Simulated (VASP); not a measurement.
# Cr3N (Im-3m) in VASP: notebook, part 2 of 2

VASP 6.6.1. Earlier steps stand in the parts before.

### 3 Single point, PBE, collinear spin, ferromagnetic start

This run uses another cell than the first one, of 11.53 Å³/atom.

INCAR

```
SYSTEM = Cr3N
PREC = Accurate ; ENCUT = 520
EDIFF = 1E-7 ; ISMEAR = 0
SIGMA = 0.1 ; LREAL = .FALSE.
LASPH = .TRUE. ; NELM = 150
ALGO = Normal ; ISIF = 2
LWAVE = .FALSE. ; LCHARG = .FALSE.
ISPIN = 2 ; MAGMOM = 3 3 3 0
LORBIT = 11 ; LMAXMIX = 4
GGA = PE ; NBANDS = 32
```

KPOINTS

```
Automatic mesh
0
G
  6 6 6
  0 0 0
```

POSCAR

```
Cr3N
1.0
   -2.2588236000      2.2588236000      2.2588236000
    2.2588236000     -2.2588236000      2.2588236000
    2.2588236000      2.2588236000     -2.2588236000
Cr N
3 1
Direct
    0.0000000000      0.5000000000      0.5000000000
    0.5000000000      0.0000000000      0.5000000000
    0.5000000000      0.5000000000      0.0000000000
    0.0000000000      0.0000000000      0.0000000000
```

Potentials or basis: VASP PAW PBE potentials, release 64 (Cr_pv, N).

Command:

```
> cat potpaw_PBE.64/Cr_pv/POTCAR potpaw_PBE.64/N/POTCAR > POTCAR
> mpirun -np 1 vasp_std > vasp.out
```

Run time: 44 s. Hardware: 1 thread of Intel Xeon 6975P-C (Granite Rapids), shared host; peak memory 0.2 GiB.

The run converged. Its results:

```yaml
Free_energy: -32.9615 eV
Pressure: -13.7 GPa
Net_moment: 0.00 μB per cell
Valence_electrons_inside_the_program's_atomic_spheres: Cr 11.04; N 3.54
```

Levels at points of the mesh, in eV from the Fermi level:
Spin up:
| k point | band 17 | band 18 | band 19 | band 20 | band 21 | band 22 |
| --- | --- | --- | --- | --- | --- | --- |
| (0.00, 0.00, 0.00) | -2.50 | -2.50 | -2.50 | 1.04 | 1.04 | 1.04 |
| (0.50, 0.00, 0.00) | -1.39 | -0.77 | -0.74 | -0.44 | -0.21 | -0.08 |
| (0.50, 0.50, 0.50) | -2.37 | -2.37 | -2.37 | 0.57 | 0.57 | 0.57 |
Spin down:
| k point | band 17 | band 18 | band 19 | band 20 | band 21 | band 22 |
| --- | --- | --- | --- | --- | --- | --- |
| (0.00, 0.00, 0.00) | -2.50 | -2.50 | -2.50 | 1.05 | 1.05 | 1.05 |
| (0.50, 0.00, 0.00) | -1.39 | -0.77 | -0.74 | -0.44 | -0.21 | -0.08 |
| (0.50, 0.50, 0.50) | -2.37 | -2.37 | -2.37 | 0.57 | 0.57 | 0.57 |

Caveat: the cell stands under tension.

### 4 Single point, PBE

This run uses another cell than the first one, of 10.67 Å³/atom.

INCAR

```
PREC     = Accurate       # precision mode
ENCUT    = 520            # plane-wave cutoff, eV
EDIFF    = 1E-6           # SCF threshold, eV
ISMEAR   = 0              # smearing method
SIGMA    = 0.1            # smearing width, eV
LREAL    = False          # projectors in reciprocal space
LASPH    = True           # aspherical terms in the spheres
NELM     = 60             # most SCF steps
ALGO     = Normal         # electronic algorithm
ISIF     = 2              # what is computed and relaxed
LWAVE    = False          # write WAVECAR
LCHARG   = False          # write CHGCAR
GGA      = PE             # functional
NBANDS   = 28             # bands
```

KPOINTS

```
regular mesh
0
Gamma
  14 14 14
```

POSCAR

```
Cr3N
1.0
   -2.2013562018      2.2013562018      2.2013562018
    2.2013562018     -2.2013562018      2.2013562018
    2.2013562018      2.2013562018     -2.2013562018
Cr N
3 1
Direct
    0.0000000000      0.5000000000      0.5000000000
    0.5000000000      0.0000000000      0.5000000000
    0.5000000000      0.5000000000      0.0000000000
    0.0000000000      0.0000000000      0.0000000000
```

Command:

```
> cat potpaw_PBE.64/Cr_pv/POTCAR potpaw_PBE.64/N/POTCAR > POTCAR
> mpirun -np 1 vasp_std > vasp.out
```

It took 47 s on 1 thread of Intel Xeon 6975P-C (Granite Rapids), shared host; peak memory 0.23 GiB.

Results (log left out):

```yaml
Free_energy: -33.1327 eV
Pressure: 0.2 GPa
Band_gap_on_the_k_mesh: zero (an odd number of electrons rules out a gap without spin polarisation)
```

Levels at points of the mesh, in eV from the Fermi level:
```csv
k point,band 16,band 17,band 18,band 19,band 20,band 21,band 22,band 23,band 24,band 25
"(0.00, 0.00, 0.00)",-3.27,-2.68,-2.68,-2.68,1.15,1.15,1.15,1.55,1.55,2.06
"(0.50, 0.00, 0.00)",-1.69,-1.45,-0.83,-0.77,-0.47,-0.26,-0.13,-0.06,0.82,1.31
"(0.50, 0.50, 0.50)",-3.04,-2.69,-2.69,-2.69,0.62,0.62,0.62,1.68,1.68,2.07
```

Caveat: the run has no spin polarisation, though such a crystal can be magnetic.

### 5 Relaxation of cell and atoms, PBE, collinear spin, ferromagnetic start

This run uses another cell than the first one, of 11.53 Å³/atom.

INCAR

```
PREC     = Accurate       # precision mode
ENCUT    = 600            # plane-wave cutoff, eV
EDIFF    = 1E-6           # SCF threshold, eV
ISMEAR   = 0              # smearing method
SIGMA    = 0.1            # smearing width, eV
LREAL    = F              # projectors in reciprocal space
LASPH    = T              # aspherical terms in the spheres
NELM     = 150            # most SCF steps
ALGO     = Normal         # electronic algorithm
ISIF     = 3              # what is computed and relaxed
LWAVE    = F              # write WAVECAR
LCHARG   = F              # write CHGCAR
ISPIN    = 2              # spin polarisation
MAGMOM   = 3 3 3 0        # initial moments
LORBIT   = 11             # projections on sites
LMAXMIX  = 4              # l up to which the mixer works
GGA      = PE             # functional
IBRION   = 2              # ionic algorithm
NSW      = 90             # ionic steps
EDIFFG   = -0.04          # ionic threshold
```

KPOINTS

```
Automatic mesh
0
Gamma
  6 6 6
```

POSCAR

```
Cr3N
1.0
   -2.2588236000      2.2588236000      2.2588236000
    2.2588236000     -2.2588236000      2.2588236000
    2.2588236000      2.2588236000     -2.2588236000
Cr N
3 1
Direct
    0.0000000000      0.5000000000      0.5000000000
    0.5000000000      0.0000000000      0.5000000000
    0.5000000000      0.5000000000      0.0000000000
    0.0000000000      0.0000000000      0.0000000000
```

Command:

```
> cat potpaw_PBE.64/Cr_pv/POTCAR potpaw_PBE.64/N/POTCAR > POTCAR
> mpirun -np 1 vasp_std > vasp.out
```

Run time: 69 s. Hardware: 1 thread of Intel Xeon 6975P-C (Granite Rapids), shared host; peak memory 0.22 GiB.

It converged, with:

| Property | Result |
| --- | --- |
| Free energy | -33.1111 eV |
| Relaxed volume | 10.73 Å³/atom |
| Relaxed cell | a = 3.820 Å, b = 3.820 Å, c = 3.820 Å, α = 109.47°, β = 109.47°, γ = 109.47° |
| Space group after relaxing (to 0.1 Å) | Im-3m (No. 229) |
| Energy gained by relaxing | 37.1 meV/atom |
| Ionic steps | 3 |
| Pressure after relaxing | -0.3 GPa |
| Net moment | 0.00 μB per cell |
| Valence electrons inside the program's atomic spheres | Cr 11.18; N 3.56 |

The path:
| step | energy change (eV) | largest force (eV/Å) | pressure (GPa) | volume (Å³) |
| --- | --- | --- | --- | --- |
| 1 | 0.0000 | 0.0000 | -13.76 | 46.10 |
| 2 | 0.0226 | 0.0000 | 19.10 | 39.81 |
| 3 | -0.1483 | 0.0000 | -0.28 | 42.90 |

Final structure:
```
CELL_PARAMETERS angstrom
-2.20537 2.20537 2.20537
2.20537 -2.20537 2.20537
2.20537 2.20537 -2.20537
ATOMIC_POSITIONS crystal
Cr 0.00000 0.50000 0.50000
Cr 0.50000 0.00000 0.50000
Cr 0.50000 0.50000 0.00000
N 0.00000 0.00000 0.00000
```

Levels at points of the mesh, in eV from the Fermi level:
Spin up:
```csv
k point,band 16,band 17,band 18,band 19,band 20,band 21,band 22,band 23
"(0.00, 0.00, 0.00)",-3.22,-2.71,-2.71,-2.71,1.15,1.15,1.15,1.55
"(0.50, 0.00, 0.00)",-1.66,-1.44,-0.82,-0.75,-0.44,-0.27,-0.11,-0.05
"(0.50, 0.50, 0.50)",-2.99,-2.65,-2.65,-2.65,0.63,0.63,0.63,1.67
```
Spin down:
```
           k point  band 17  band 18  band 19  band 20  band 21  band 22
(0.00, 0.00, 0.00)    -2.71    -2.71    -2.71     1.16     1.16     1.16
(0.50, 0.00, 0.00)    -1.44    -0.82    -0.75    -0.44    -0.27    -0.11
(0.50, 0.50, 0.50)    -2.65    -2.65    -2.65     0.63     0.63     0.63
```

With open d or f shells a metallic result of PBE can be an artefact of self-interaction; +U or a hybrid may open a gap.

### 6 Relaxation of cell and atoms, PBE

INCAR

```
PREC = Accurate
ENCUT = 600
EDIFF = 1E-6
ISMEAR = 0
SIGMA = 0.1
LREAL = False
LASPH = True
NELM = 80
ALGO = Normal
ISIF = 3
LWAVE = False
LCHARG = False
GGA = PE
IBRION = 2
NSW = 100
EDIFFG = -0.01
```

KPOINTS

```
regular mesh
0
Gamma
  14 14 14
```

POSCAR

```
Cr3N
1.0
   -2.2048595739      2.2048595739      2.2048595739
    2.2048595739     -2.2048595739      2.2048595739
    2.2048595739      2.2048595739     -2.2048595739
Cr N
3 1
Direct
    0.0000000000      0.5000000000      0.5000000000
    0.5000000000      0.0000000000      0.5000000000
    0.5000000000      0.5000000000      0.0000000000
    0.0000000000      0.0000000000      0.0000000000
```

Potentials or basis: VASP PAW PBE potentials, release 64 (Cr_pv, N).

Command:

```
> cat potpaw_PBE.64/Cr_pv/POTCAR potpaw_PBE.64/N/POTCAR > POTCAR
> mpirun -np 1 vasp_std > vasp.out
```

Run time: 97 s. Hardware: 1 thread of Intel Xeon 6975P-C (Granite Rapids), shared host; peak memory 0.26 GiB.

It converged, with:

```yaml
Free_energy: -33.1343 eV
Relaxed_volume: 10.67 Å³/atom
Relaxed_cell: a = 3.814 Å, b = 3.814 Å, c = 3.814 Å, α = 109.47°, β = 109.47°, γ = 109.47°
Space_group_after_relaxing_to_0.1_Å: Im-3m (No. 229)
Energy_gained_by_relaxing: 0.1 meV/atom
Ionic_steps: 3
Pressure_after_relaxing: 0.0 GPa
Band_gap_on_the_k_mesh: zero (an odd number of electrons rules out a gap without spin polarisation)
```

The path:
```
step  energy change (eV)  largest force (eV/Å)  pressure (GPa)  volume (Å³)
   1              0.0000                0.0000           -0.91        42.87
   2              0.0001                0.0000            1.02        42.50
   3             -0.0005                0.0000            0.02        42.69
```

Final structure:
```cif
data_structure
_symmetry_space_group_name_H-M 'P 1'
_symmetry_Int_Tables_number 1
_cell_length_a 3.8135
_cell_length_b 3.8135
_cell_length_c 3.8135
_cell_angle_alpha 109.471
_cell_angle_beta 109.471
_cell_angle_gamma 109.471
_cell_volume 42.69
loop_
_atom_site_label
_atom_site_type_symbol
_atom_site_fract_x
_atom_site_fract_y
_atom_site_fract_z
_atom_site_occupancy
Cr1 Cr 0.00000 0.50000 0.50000 1
Cr2 Cr 0.50000 0.00000 0.50000 1
Cr3 Cr 0.50000 0.50000 0.00000 1
N1 N 0.00000 0.00000 0.00000 1
```

Levels at points of the mesh, in eV from the Fermi level:
```
           k point  band 17  band 18  band 19  band 20  band 21  band 22  band 23  band 24
(0.00, 0.00, 0.00)    -2.68    -2.68    -2.68     1.15     1.15     1.15     1.55     1.55
(0.50, 0.00, 0.00)    -1.45    -0.83    -0.77    -0.47    -0.26    -0.13    -0.06     0.82
(0.50, 0.50, 0.50)    -2.69    -2.69    -2.69     0.61     0.61     0.61     1.68     1.68
```

Caveat: the run has no spin polarisation, though such a crystal can be magnetic.
